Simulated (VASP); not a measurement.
# ZnSe (F-43m) in VASP: notebook, part 2 of 2

VASP 6.6.1. Earlier steps stand in the parts before.

## Step 4: Vibrations by perturbation theory, LDA

This run uses another cell than the first one, of 21.88 Å³/atom, 1.150 times its volume.

File INCAR:

```
SYSTEM = ZnSe
ALGO     = Normal         ! electronic algorithm
EDIFF    = 1E-8           ! SCF threshold, eV
ENCUT    = 520            ! plane-wave cutoff, eV
GGA      = CA             ! functional
IBRION   = 8              ! ionic algorithm
ISIF     = 2              ! what is computed and relaxed
ISMEAR   = 0              ! smearing method
LASPH    = .True.         ! aspherical terms in the spheres
LCHARG   = .False.        ! write CHGCAR
LEPSILON = .True.         ! dielectric tensor by DFPT
LREAL    = .False.        ! projectors in reciprocal space
LWAVE    = .False.        ! write WAVECAR
NELM     = 60             ! most SCF steps
NSW      = 1              ! ionic steps
PREC     = Accurate       ! precision mode
SIGMA    = 0.01           ! smearing width, eV
```

File KPOINTS:

```
k-points
0
Gamma
  8 8 8
  0 0 0
```

File POSCAR:

```
ZnSe
1.0
    0.0000000000      2.7970408430      2.7970408430
    2.7970408430      0.0000000000      2.7970408430
    2.7970408430      2.7970408430      0.0000000000
Zn Se
1 1
Direct
    0.0000000000      0.0000000000      0.0000000000
    0.7500000000      0.7500000000      0.7500000000
```

Potentials or basis: VASP PAW LDA potentials, release 64 (Zn, Se).

The run is started by

```console
> cat potpaw_LDA.64/Zn/POTCAR potpaw_LDA.64/Se/POTCAR > POTCAR
> mpirun -np 1 vasp_std > vasp.out
```

OUTCAR:

```text
SYSTEM = ZnSe
   EDIFF = 1E-8
   ENCUT = 520
   GGA = CA
   IBRION = 8
   ISIF = 2
   ISMEAR = 0
   LASPH = .True.
   LEPSILON = .True.
   LREAL = .False.
   NELM = 60
   NSW = 1
   PREC = Accurate

 ion  position               nearest neighbor table
   1  0.000  0.000  0.000-   2 2.42   2 2.42   2 2.42   2 2.42
   2  0.750  0.750  0.750-   1 2.42   1 2.42   1 2.42   1 2.42

  LATTYP: Found a face centered cubic cell.
 ALAT       =     5.5940816860

  Lattice vectors:

 A1 = (   0.0000000000,   2.7970408430,   2.7970408430)
 A2 = (   2.7970408430,   0.0000000000,   2.7970408430)
 A3 = (   2.7970408430,   2.7970408430,   0.0000000000)

Analysis of symmetry for initial positions (statically):
=====================================================================
 Subroutine PRICEL returns:
 Original cell was already a primitive cell.

 Routine SETGRP: Setting up the symmetry group for a
 face centered cubic supercell.

 Subroutine GETGRP returns: Found 24 space group operations
 (whereof 24 operations were pure point group operations)
 out of a pool of 48 trial point group operations.

The static configuration has the point symmetry T_d .

Analysis of symmetry for dynamics (positions and initial velocities):
=====================================================================
 Subroutine PRICEL returns:
 Original cell was already a primitive cell.

 Routine SETGRP: Setting up the symmetry group for a
 face centered cubic supercell.
[... 643 lines left out ...]

 PIEZOELECTRIC TENSOR (including local field effects)  for field in x, y, z        (C/m^2)
          XX          YY          ZZ          XY          YZ          ZX
  --------------------------------------------------------------------------------
  x    -0.00000     0.00000     0.00000     0.00000     0.71035     0.00000
  y    -0.00000     0.00000    -0.00000     0.00000     0.00000     0.71035
  z     0.00000    -0.00000     0.00000     0.71035     0.00000     0.00000

 BORN EFFECTIVE CHARGES (including local field effects) (in |e|, cummulative output)
 ---------------------------------------------------------------------------------
 ion    1
    1     2.02985    -0.00000     0.00000
    2    -0.00000     2.02985    -0.00000
    3     0.00000     0.00000     2.02985
 ion    2
    1    -2.02985     0.00000     0.00000
    2     0.00000    -2.02985     0.00000
    3    -0.00000    -0.00000    -2.02985

 INTERNAL STRAIN TENSOR FOR ION    2 for displacements in x,y,z  (eV/Angst):
          X           Y           Z          XY          YZ          ZX
  --------------------------------------------------------------------------------
  x     0.00000     0.00000     0.00000     0.00000     5.75023     0.00000
  y    -0.00000     0.00000    -0.00000     0.00000     0.00000     5.75023
  z     0.00000     0.00000     0.00000     5.75023     0.00000     0.00000

 SECOND DERIVATIVES (NOT SYMMETRIZED)
 ------------------------------------
               1X          1Y          1Z          2X          2Y          2Z
  1X    -5.987780    0.000000    0.000000    5.987780    0.000000    0.000000
  1Y     0.000000   -5.987780    0.000000    0.000000    5.987780    0.000000
  1Z     0.000000    0.000000   -5.987780    0.000000    0.000000    5.987780
  2X     6.071135    0.000000    0.000000   -6.071135    0.000000    0.000000
  2Y     0.000000    6.071135    0.000000    0.000000   -6.071135    0.000000
  2Z     0.000000    0.000000    6.071135    0.000000    0.000000   -6.071135

 Eigenvectors and eigenvalues of the dynamical matrix
 ----------------------------------------------------

   1 f  =    6.416533 THz    40.316266 2PiTHz  214.032501 cm-1    26.536636 meV
             X         Y         Z           dx          dy          dz
      0.000000  0.000000  0.000000     0.000000    0.737275    0.000000
      4.195561  4.195561  4.195561     0.000000   -0.675592    0.000000
[... 21 lines left out ...]
   6 f/i=    0.022093 THz     0.138812 2PiTHz    0.736929 cm-1     0.091368 meV
             X         Y         Z           dx          dy          dz
      0.000000  0.000000  0.000000     0.000000    0.000000   -0.675592
      4.195561  4.195561  4.195561     0.000000    0.000000   -0.737275

--------------------------------------------------------------------------------------------------------

 MACROSCOPIC STATIC DIELECTRIC TENSOR IONIC CONTRIBUTION
 ------------------------------------------------------
           2.825389     0.000000     0.000000
           0.000000     2.825389     0.000000
           0.000000     0.000000     2.825389
 ------------------------------------------------------

 ELASTIC MODULI CONTR FROM IONIC RELAXATION (kBar)
 Direction    XX          YY          ZZ          XY          YZ          ZX
 --------------------------------------------------------------------------------
 XX          -0.0000      0.0000      0.0000     -0.0000      0.0000      0.0000
 YY           0.0000     -0.0000      0.0000     -0.0000     -0.0000     -0.0000
 ZZ           0.0000      0.0000     -0.0000      0.0000     -0.0000      0.0000
 XY          -0.0000     -0.0000      0.0000   -201.1690     -0.0000     -0.0000
 YZ           0.0000     -0.0000     -0.0000     -0.0000   -201.1690     -0.0000
 ZX           0.0000     -0.0000      0.0000     -0.0000     -0.0000   -201.1690
 --------------------------------------------------------------------------------

 PIEZOELECTRIC TENSOR IONIC CONTR  for field in x, y, z        (C/m^2)
          XX          YY          ZZ          XY          YZ          ZX
  --------------------------------------------------------------------------------
  x     0.00000    -0.00000    -0.00000    -0.00000    -0.70940    -0.00000
  y     0.00000    -0.00000     0.00000    -0.00000    -0.00000    -0.70940
  z    -0.00000    -0.00000     0.00000    -0.70940    -0.00000    -0.00000
```

stdout:

```text
POSCAR found type information on POSCAR ZnSe
 POSCAR found :  2 types and       2 ions
 scaLAPACK will be used
 LDA part: xc-table for (Slater(with rela. corr.)+CA(PZ))
 , standard interpolation
 POSCAR, INCAR and KPOINTS ok, starting setup
 FFT: planning ... GRIDC
 FFT: planning ... GRID_SOFT
 FFT: planning ... GRID
 WAVECAR not read
 entering main loop
[... 23 lines left out ...]
  Direction:   3
 dielectric tensor                  component  3 :     1.460     1.293     8.188
 Linear response DOF=           2
 Linear response progress:
 first order change of Fermi-energy   0.51126E-01
 force on displaced ion       1 direction 1 :  -5.988   0.000   0.000
 Born effective charge ion    1 direction 1 :   2.001   0.000   0.000
 Linear response progress:
 first order change of Fermi-energy  -0.50854E-01
 force on displaced ion       2 direction 1 :  -6.071   0.000   0.000
 Born effective charge ion    2 direction 1 :  -2.058   0.000   0.000
 Born effective charges drift removed
 Linear response finished
```

Run time: 6.9 min. Hardware: 1 thread of Intel Xeon Platinum 8375C at 2.90GHz (Ice Lake), shared host; peak memory 0.28 GiB.

Results:

| Quantity | Value |
| --- | --- |
| Electronic dielectric tensor (diagonal) | 8.19 |
| Born charges (mean of the diagonal) | Zn +2.03; Se -2.03 e |
| Highest phonon frequency at Γ, LO-TO splitting left out | 214 cm⁻¹ |

Phonon frequencies in cm⁻¹ (negative: imaginary):
```tsv
q point	frequencies
(0.000, 0.000, 0.000)	-1 -1 -1 214 214 214
```

Electronic dielectric tensor:
```
8.19 0.00 0.00
0.00 8.19 0.00
0.00 0.00 8.19
```

Born effective charge tensors (e):
atom 1, Zn
```
2.03 0.00 0.00
0.00 2.03 0.00
0.00 0.00 2.03
```
atom 2, Se
```
-2.03  0.00  0.00
 0.00 -2.03  0.00
 0.00  0.00 -2.03
```
